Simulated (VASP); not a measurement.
# CuSb (Fm-3m) in VASP: further runs

CuSb is run at these levels: PBE, LDA; tasks: single point.

Program: VASP 6.6.1. These are calculated values, not measurements. Logs are shortened: lines on timing, memory, paths and dates and some standing lists are left out, and cuts for length are marked.

**1. The cell of the first run**

Symmetry: Fm-3m, No. 225, cubic system. The conventional cell has a = 5.292 Å, b = 5.292 Å, c = 5.292 Å, α = 90.00°, β = 90.00°, γ = 90.00°. Cu (site symmetry m-3m) has 6 Sb at 2.65 Å within 3.5 Å. Within 3.5 Å of Sb (site symmetry m-3m) lie 6 Cu at 2.65 Å.

**2. Single point, PBE**

INCAR reads:

```
SYSTEM = CuSb
  ALGO = Normal
  EDIFF = 1E-6
  ENCUT = 520
  GGA = PE
  ISIF = 2
  ISMEAR = 0
  LASPH = .True.
  LCHARG = .False.
  LREAL = .False.
  LWAVE = .False.
  NBANDS = 15
  NELM = 60
  PREC = Accurate
  SIGMA = 0.05
```

KPOINTS reads:

```
k-points
0
Gamma
  6 6 6
  0 0 0
```

POSCAR reads:

```
CuSb
1.0
    0.0000000000      2.6458342048      2.6458342048
    2.6458342048      0.0000000000      2.6458342048
    2.6458342048      2.6458342048      0.0000000000
Cu Sb
1 1
Direct
    0.5000000000      0.5000000000      0.5000000000
    0.0000000000      0.0000000000      0.0000000000
```

Potentials or basis: VASP PAW PBE potentials, release 64 (Cu, Sb).

The run is started by

```console
> cat potpaw_PBE.64/Cu/POTCAR potpaw_PBE.64/Sb/POTCAR > POTCAR
> mpirun -np 1 vasp_std > vasp.out
```

OUTCAR:

```text
SYSTEM = CuSb
   EDIFF = 1E-6
   ENCUT = 520
   GGA = PE
   ISIF = 2
   ISMEAR = 0
   LASPH = .True.
   LREAL = .False.
   NELM = 60
   PREC = Accurate

 ion  position               nearest neighbor table
   1  0.500  0.500  0.500-   2 2.65   2 2.65   2 2.65   2 2.65   2 2.65   2 2.65
   2  0.000  0.000  0.000-   1 2.65   1 2.65   1 2.65   1 2.65   1 2.65   1 2.65

  LATTYP: Found a face centered cubic cell.
 ALAT       =     5.2916684096

  Lattice vectors:

 A1 = (   0.0000000000,   2.6458342048,   2.6458342048)
 A2 = (   2.6458342048,   0.0000000000,   2.6458342048)
 A3 = (   2.6458342048,   2.6458342048,   0.0000000000)

Analysis of symmetry for initial positions (statically):
=====================================================================
 Subroutine PRICEL returns:
 Original cell was already a primitive cell.

 Routine SETGRP: Setting up the symmetry group for a
 face centered cubic supercell.

 Subroutine GETGRP returns: Found 48 space group operations
 (whereof 48 operations were pure point group operations)
 out of a pool of 48 trial point group operations.

The static configuration has the point symmetry O_h .

Analysis of symmetry for dynamics (positions and initial velocities):
=====================================================================
 Subroutine PRICEL returns:
 Original cell was already a primitive cell.

 Routine SETGRP: Setting up the symmetry group for a
 face centered cubic supercell.

 Subroutine GETGRP returns: Found 48 space group operations
 (whereof 48 operations were pure point group operations)
 out of a pool of 48 trial point group operations.

The dynamic configuration has the point symmetry O_h .

 Subroutine INISYM returns: Found 48 space group operations
 (whereof 48 operations are pure point group operations),
 and found     1 'primitive' translations

----------------------------------------------------------------------------------------

                                     Primitive cell

  volume of cell :      37.0440

  direct lattice vectors                    reciprocal lattice vectors
     0.000000000  2.645834205  2.645834205    -0.188976316  0.188976316  0.188976316
     2.645834205  0.000000000  2.645834205     0.188976316 -0.188976316  0.188976316
     2.645834205  2.645834205  0.000000000     0.188976316  0.188976316 -0.188976316

  length of vectors
     3.741774616  3.741774616  3.741774616     0.327316580  0.327316580  0.327316580

  position of ions in fractional coordinates (direct lattice)
     0.500000000  0.500000000  0.500000000
     0.000000000  0.000000000  0.000000000

  ion indices of the primitive-cell ions
   primitive index   ion index
                 1           1
                 2           2

----------------------------------------------------------------------------------------

 KPOINTS: k-points

Automatic generation of k-mesh.
 Grid dimensions read from file:
 generate k-points for:    6    6    6

 Generating k-lattice:

  Cartesian coordinates                     Fractional coordinates (reciprocal lattice)
    -0.031496053  0.031496053  0.031496053     0.166666667  0.000000000  0.000000000
     0.031496053 -0.031496053  0.031496053     0.000000000  0.166666667  0.000000000
     0.031496053  0.031496053 -0.031496053     0.000000000  0.000000000  0.166666667

  Length of vectors
     0.054552763  0.054552763  0.054552763

  Shift w.r.t. Gamma in fractional coordinates (k-lattice)
     0.000000000  0.000000000  0.000000000

 Subroutine IBZKPT returns following result:
 ===========================================

 Found     16 irreducible k-points:

 Following reciprocal coordinates:
            Coordinates               Weight
  0.000000  0.000000  0.000000      1.000000
  0.166667  0.000000  0.000000      8.000000
  0.333333  0.000000  0.000000      8.000000
  0.500000  0.000000  0.000000      4.000000
  0.166667  0.166667  0.000000      6.000000
  0.333333  0.166667  0.000000     24.000000
[... 8 lines left out ...]
 -0.333333  0.333333  0.166667     24.000000
 -0.333333  0.500000  0.166667     12.000000
   k-points           NKPTS =     16   k-points in BZ     NKDIM =     16   number of bands    NBANDS=     15
   number of dos      NEDOS =    301   number of ions     NIONS =      2
   total plane-waves  NPLWV =  21952
   dimension x,y,z NGX =    28 NGY =   28 NGZ =   28
   dimension x,y,z NGXF=    56 NGYF=   56 NGZF=   56
   ions per type =               1   1
   NGX,Y,Z   is equivalent  to a cutoff of  12.44, 12.44, 12.44 a.u.
   NGXF,Y,Z  is equivalent  to a cutoff of  24.88, 24.88, 24.88 a.u.
 SYSTEM =  CuSb
   PREC   = accura    normal or accurate (medium, high low for compatibility)
   ISTART =      0    job   : 0-new  1-cont  2-samecut
   ICHARG =      2    charge: 1-file 2-atom 10-const
   ISPIN  =      1    spin polarized calculation?
   LNONCOLLINEAR =      F non collinear calculations
   LSORBIT =      F    spin-orbit coupling
   LASPH  =      T    aspherical Exc in radial PAW
   ENCUT  =  520.0 eV  38.22 Ry    6.18 a.u.   6.96  6.96  6.96*2*pi/ulx,y,z
   NELM   =     60;   NELMIN=  2; NELMDL= -5     # of ELM steps
   EDIFF  = 0.1E-05   stopping-criterion for ELM
   LREAL  =      F    real-space projection
   EDIFFG = 0.1E-04   stopping-criterion for IOM
   NSW    =      0    number of steps for IOM
   IBRION =     -1    ionic relax: 0-MD 1-quasi-New 2-CG
   NFREE  =      0    steps in history (QN), initial steepest desc. (CG)
   ISIF   =      2    stress and relaxation
   ISYM   =      2    0-nonsym 1-usesym 2-fastsym
   POTIM  = 0.5000    time-step for ionic-motion
   TEBEG  =    0.0;   TEEND  =   0.0 temperature during run
   PSTRESS=    0.0 pullay stress
   NELECT =      16.0000    total number of electrons
   NUPDOWN=      -1.0000    fix difference up-down
   EMIN   =  10.00;   EMAX   =-10.00  energy-range for DOS
   EFERMI =   0.00;   METHOD = LEGACY
   ISMEAR =     0;   SIGMA  =   0.05  broadening in eV -4-tet -1-fermi 0-gaus
   EFERMI_NEDOS =   21; number of points for ismear=-14 and -15
   IALGO  =     38    algorithm
   IMIX   =      4    mixing-type and parameters
     AMIX     =   0.40;   BMIX     =  1.00
     AMIX_MAG =   1.60;   BMIX_MAG =  1.00
  volume/ion in A,a.u.               =      18.52       124.99
  Fermi-wavevector in a.u.,A,eV,Ry     =   1.237491  2.338520 20.835758  1.531385
  Thomas-Fermi vector in A             =   2.372056
   LORBIT       =      0    0 simple, 1 ext, 2 COOP (PROOUT), +10 PAW based schemes
   GGA     = PE    functional components
   LHFCALC =     F    Hartree Fock is set to
   AEXX    =    0.0000 exact exchange contribution
   IVDW    =     0    specifies the selected vdW correction
   LEPSILON=     F    determine dielectric tensor
   LRPA    =     F    only Hartree local field effects (RPA)
 non-spin polarized calculation
 Gauss-broadening in eV      SIGMA  =   0.05
  energy-cutoff  :      520.00
  volume of cell :       37.04
 maximum number of plane-waves:      1018
   NGX = 13   NGY = 13   NGZ = 13

 number of electron      16.0000016 magnetization

 Free energy of the ion-electron system (eV)
  ---------------------------------------------------
  ext. energy  EPLUGINS =         0.00000000
  ---------------------------------------------------
  free energy    TOTEN  =        -7.49037767 eV

  energy without entropy =       -7.48726039  energy(sigma->0) =       -7.48881903

 E-fermi :   8.7440     XC(G=0): -11.1634

 val. band max:        8.7402774882   @ k =   0.5000   0.3333   0.1667
 cond. band min:       9.0294093179   @ k =   0.5000   0.1667   0.0000
 fundamental gap:      0.2891318297
 Fermi energy:         8.7439768395

 k-point     1 :       0.0000    0.0000    0.0000
  band No.  band energies     occupation
      1      -3.7764      2.00000
      2       5.2066      2.00000
      3       5.2066      2.00000
      4       5.2066      2.00000
      5       5.2140      2.00000
      6       5.2140      2.00000
      7      10.5398      0.00000
      8      10.5398      0.00000
      9      10.5398      0.00000
     10      14.9205      0.00000
     11      17.1894      0.00000
     12      17.1894      0.00000
     13      17.1894      0.00000
     14      17.4448      0.00000
     15      18.7570      0.00000

 k-point     2 :       0.1667    0.0000    0.0000
  band No.  band energies     occupation
      1      -3.3485      2.00000
      2       5.0325      2.00000
      3       5.0329      2.00000
      4       5.0329      2.00000
      5       5.2671      2.00000
      6       5.2671      2.00000
      7       8.1282      2.00000
      8      10.6942      0.00000
      9      10.6942      0.00000
     10      15.0337      0.00000
     11      16.6498      0.00000
     12      16.6498      0.00000
     13      17.4247      0.00000
     14      17.7922      0.00000
     15      18.1451      0.00000

 k-point     3 :       0.3333    0.0000    0.0000
  band No.  band energies     occupation
      1      -2.1401      2.00000
      2       3.6354      2.00000
      3       4.7049      2.00000
      4       4.7049      2.00000
      5       5.3906      2.00000
      6       5.3906      2.00000
      7       6.0008      2.00000
      8      11.1064      0.00000
      9      11.1064      0.00000
     10      13.9744      0.00000
     11      14.6777      0.00000
     12      14.6777      0.00000
     13      16.7050      0.00000
     14      20.1709      0.00000
     15      20.1709      0.00000
[... 199 lines left out ...]
 k-point    15 :      -0.3333    0.3333    0.1667
  band No.  band energies     occupation
      1      -0.4419      2.00000
      2       3.1130      2.00000
      3       4.3204      2.00000
      4       4.6552      2.00000
      5       5.4893      2.00000
      6       5.5931      2.00000
      7       5.7175      2.00000
      8       7.2115      2.00000
      9       7.6415      2.00000
     10      14.2109      0.00000
     11      14.8584      0.00000
     12      18.3134      0.00000
     13      18.3496      0.00000
     14      20.9261      0.00000
     15      22.1842      0.00000

 k-point    16 :      -0.3333    0.5000    0.1667
  band No.  band energies     occupation
      1      -0.2880      2.00000
      2       3.7783      2.00000
      3       4.5420      2.00000
      4       4.5726      2.00000
      5       5.5642      2.00000
      6       5.7491      2.00000
      7       6.0949      2.00000
      8       6.1921      2.00000
      9       6.4064      2.00000
     10      12.6203      0.00000
     11      15.3150      0.00000
     12      17.9831      0.00000
     13      19.5271      0.00000
     14      23.3652      0.00000
     15      24.5718      0.00000

------------------------ aborting loop because EDIFF is reached ----------------------------------------

  FORCE on cell =-STRESS in cart. coord.  units (eV):
  Direction    XX          YY          ZZ          XY          YZ          ZX
  --------------------------------------------------------------------------------------
  -------------------------------------------------------------------------------------
  Total        1.6830101      1.6830101      1.6830101      0.0000000      0.0000000     -0.0000000
  in kB       72.7912917     72.7912917     72.7912917      0.0000000      0.0000000     -0.0000000
  external PRESSURE =      72.7912917 kB  Pullay stress =       0.0000000 kB

 VOLUME and BASIS-vectors are now :
 -----------------------------------------------------------------------------
  energy-cutoff  :      520.00
  volume of cell :       37.04
      direct lattice vectors                 reciprocal lattice vectors
     0.000000000  2.645834205  2.645834205    -0.188976316  0.188976316  0.188976316
     2.645834205  0.000000000  2.645834205     0.188976316 -0.188976316  0.188976316
     2.645834205  2.645834205  0.000000000     0.188976316  0.188976316 -0.188976316

 POSITION                                       TOTAL-FORCE (eV/Angst)
 -----------------------------------------------------------------------------------
      2.64583      2.64583      2.64583         0.000000      0.000000      0.000000
      0.00000      0.00000      0.00000        -0.000000     -0.000000     -0.000000
 -----------------------------------------------------------------------------------
    total drift:                                0.000000      0.000000      0.000000

  FREE ENERGIE OF THE ION-ELECTRON SYSTEM (eV)
  ---------------------------------------------------
  free  energy   TOTEN  =        -7.4903776657 eV

  energy  without entropy=       -7.4872603902  energy(sigma->0) =       -7.48881903
```

Wall time 8.4 s (1 thread of Intel Xeon Platinum 8488C (Sapphire Rapids), shared host); peak memory 0.15 GiB.

What came out:

| Item | Value |
| --- | --- |
| Free energy | -7.4904 eV |
| Pressure | 7.3 GPa |
| Band gap on the k mesh | zero (band 8 reaches 11.45 eV, above the bottom of band 9 at 6.41 eV) |

Levels at points of the mesh, in eV from the Fermi level:
| k point | band 4 | band 5 | band 6 | band 7 | band 8 | band 9 | band 10 | band 11 | band 12 | band 13 |
| --- | --- | --- | --- | --- | --- | --- | --- | --- | --- | --- |
| (0.00, 0.00, 0.00) | -3.54 | -3.53 | -3.53 | 1.80 | 1.80 | 1.80 | 6.18 | 8.45 | 8.45 | 8.45 |
| (0.50, 0.00, 0.00) | -4.19 | -3.29 | -3.29 | -3.01 | 2.70 | 2.70 | 4.83 | 5.02 | 5.02 | 7.60 |
| (0.50, 0.50, 0.00) | -3.40 | -3.18 | -3.18 | -2.64 | -1.64 | -1.64 | 0.57 | 4.60 | 13.86 | 13.86 |

Caveat: spin-orbit coupling is left out, which moves the levels of the heavy elements.

**3. Single point, PBE**

This run uses another cell than the first one, of 19.40 Å³/atom, 1.048 times its volume.

INCAR reads:

```
PREC = Accurate ; ENCUT = 520
EDIFF = 1E-6 ; ISMEAR = 0
SIGMA = 0.05 ; LREAL = F
LASPH = T ; NELM = 80
ALGO = Normal ; ISIF = 2
LWAVE = F ; LCHARG = F
GGA = PE ; NBANDS = 15
```

KPOINTS reads:

```
regular mesh
0
Gamma
  6 6 6
```

POSCAR reads:

```
CuSb
1.0
    0.0000000000      2.6871549371      2.6871549371
    2.6871549371      0.0000000000      2.6871549371
    2.6871549371      2.6871549371      0.0000000000
Cu Sb
1 1
Direct
    0.5000000000      0.5000000000      0.5000000000
    0.0000000000      0.0000000000      0.0000000000
```

Potentials or basis: VASP PAW PBE potentials, release 64 (Cu, Sb).

The run is started by

```console
> cat potpaw_PBE.64/Cu/POTCAR potpaw_PBE.64/Sb/POTCAR > POTCAR
> mpirun -np 1 vasp_std > vasp.out
```

It took 9.3 s on 1 thread of Intel Xeon Platinum 8488C (Sapphire Rapids), shared host; peak memory 0.15 GiB.

It converged, with:

```yaml
Free_energy: -7.5423 eV
Pressure: 2.5 GPa
Band_gap_on_the_k_mesh: zero (band 8 reaches 10.67 eV, above the bottom of band 9 at 5.91 eV)
```

Levels at points of the mesh, in eV from the Fermi level:
```
           k point  band 6  band 7  band 8  band 9  band 10  band 11
(0.00, 0.00, 0.00)   -3.36    1.68    1.68    1.68     5.57     8.32
(0.50, 0.00, 0.00)   -3.14   -2.88    2.53    2.53     4.67     4.96
(0.50, 0.50, 0.00)   -3.04   -2.56   -1.54   -1.54     0.44     4.60
```

Caveat: spin-orbit coupling is left out, which moves the levels of the heavy elements.

**4. Single point, PBE**

This run uses another cell than the first one, of 19.94 Å³/atom, 1.076 times its volume.

INCAR reads:

```
SYSTEM = CuSb
ALGO = Normal
EDIFF = 1E-6
ENCUT = 520
GGA = PE
ISIF = 2
ISMEAR = 0
LASPH = .True.
LCHARG = .False.
LREAL = .False.
LWAVE = .False.
NBANDS = 15
NELM = 80
PREC = Accurate
SIGMA = 0.05
```

KPOINTS reads:

```
k-points
0
Gamma
  6 6 6
  0 0 0
```

POSCAR reads:

```
CuSb
1.0
    0.0000000000      2.7115399837      2.7115399837
    2.7115399837      0.0000000000      2.7115399837
    2.7115399837      2.7115399837      0.0000000000
Cu Sb
1 1
Direct
    0.5000000000      0.5000000000      0.5000000000
    0.0000000000      0.0000000000      0.0000000000
```

The run is started by

```console
> cat potpaw_PBE.64/Cu/POTCAR potpaw_PBE.64/Sb/POTCAR > POTCAR
> mpirun -np 1 vasp_std > vasp.out
```

Wall time 12 s (1 thread of Intel Xeon Platinum 8488C (Sapphire Rapids), shared host); peak memory 0.16 GiB.

The run converged. Its results:

- Free energy: -7.5505 eV
- Pressure: 0.2 GPa
- Band gap on the k mesh: zero (band 8 reaches 10.23 eV, above the bottom of band 9 at 5.63 eV)

Levels at points of the mesh, in eV from the Fermi level:
```
           k point  band 5  band 6  band 7  band 8  band 9  band 10  band 11  band 12
(0.00, 0.00, 0.00)   -3.27   -3.27    1.61    1.61    1.61     5.23     8.25     8.25
(0.50, 0.00, 0.00)   -3.05   -3.05   -2.81    2.44    2.44     4.59     4.93     4.93
(0.50, 0.50, 0.00)   -2.96   -2.96   -2.51   -1.49   -1.49     0.37     4.60    13.12
```

Caveat: spin-orbit coupling is left out, which moves the levels of the heavy elements.

**5. Single point, LDA**

This run uses another cell than the first one, of 19.49 Å³/atom, 1.052 times its volume.

INCAR reads:

```
SYSTEM = CuSb
PREC     = Accurate       ! precision mode
ENCUT    = 520            ! plane-wave cutoff, eV
EDIFF    = 1E-6           ! SCF threshold, eV
ISMEAR   = 0              ! smearing method
SIGMA    = 0.05           ! smearing width, eV
LREAL    = .FALSE.        ! projectors in reciprocal space
LASPH    = .TRUE.         ! aspherical terms in the spheres
NELM     = 100            ! most SCF steps
ALGO     = Normal         ! electronic algorithm
ISIF     = 2              ! what is computed and relaxed
LWAVE    = .FALSE.        ! write WAVECAR
LCHARG   = .FALSE.        ! write CHGCAR
GGA      = CA             ! functional
NBANDS   = 15             ! bands
```

KPOINTS reads:

```
regular mesh
0
G
  12 12 12
  0 0 0
```

POSCAR reads:

```
CuSb
1.0
    0.0000000000      2.6912715293      2.6912715293
    2.6912715293      0.0000000000      2.6912715293
    2.6912715293      2.6912715293      0.0000000000
Cu Sb
1 1
Direct
    0.5000000000      0.5000000000      0.5000000000
    0.0000000000      0.0000000000      0.0000000000
```

Potentials or basis: VASP PAW LDA potentials, release 64 (Cu, Sb).

The run is started by

```console
> cat potpaw_LDA.64/Cu/POTCAR potpaw_LDA.64/Sb/POTCAR > POTCAR
> mpirun -np 1 vasp_std > vasp.out
```

Wall time 30 s (1 thread of Intel Xeon Platinum 8488C (Sapphire Rapids), shared host); peak memory 0.17 GiB.

Results (log left out):

```yaml
Free_energy: -9.2160 eV
Pressure: -4.6 GPa
Band_gap_on_the_k_mesh: zero (band 8 reaches 10.42 eV, above the bottom of band 9 at 5.36 eV)
```

Levels at points of the mesh, in eV from the Fermi level:
```
           k point  band 5  band 6  band 7  band 8  band 9  band 10  band 11  band 12
(0.00, 0.00, 0.00)   -3.29   -3.29    1.72    1.72    1.72     5.46     8.38     8.38
(0.50, 0.00, 0.00)   -3.07   -3.07   -2.82    2.59    2.59     4.74     5.02     5.02
(0.50, 0.50, 0.00)   -2.97   -2.97   -2.51   -1.45   -1.45     0.44     4.75    13.32
```

Caveat: spin-orbit coupling is left out, which moves the levels of the heavy elements.

**6. Overview**

```tsv
level	potentials or basis	cell	k mesh	gap on the mesh (eV)	pressure (GPa)
PBE	VASP PAW PBE potentials, release 64 (Cu, Sb)	a = 3.742 Å, angles 60.0°, 2 atoms	6 × 6 × 6	none	7.3
PBE	VASP PAW PBE potentials, release 64 (Cu, Sb)	a = 3.800 Å, angles 60.0°, 2 atoms	6 × 6 × 6	none	2.5
PBE	VASP PAW PBE potentials, release 64 (Cu, Sb)	a = 3.835 Å, angles 60.0°, 2 atoms	6 × 6 × 6	none	0.2
LDA	VASP PAW LDA potentials, release 64 (Cu, Sb)	a = 3.806 Å, angles 60.0°, 2 atoms	12 × 12 × 12	none	-4.6
```

Alike in all rows: task single point; no spin polarisation; cutoff (eV) 520; smearing gaussian 0.05 eV.

Caveats: spin-orbit coupling is left out, which moves the levels of the heavy elements.

Absolute energies hang on the potentials; compare differences alone.
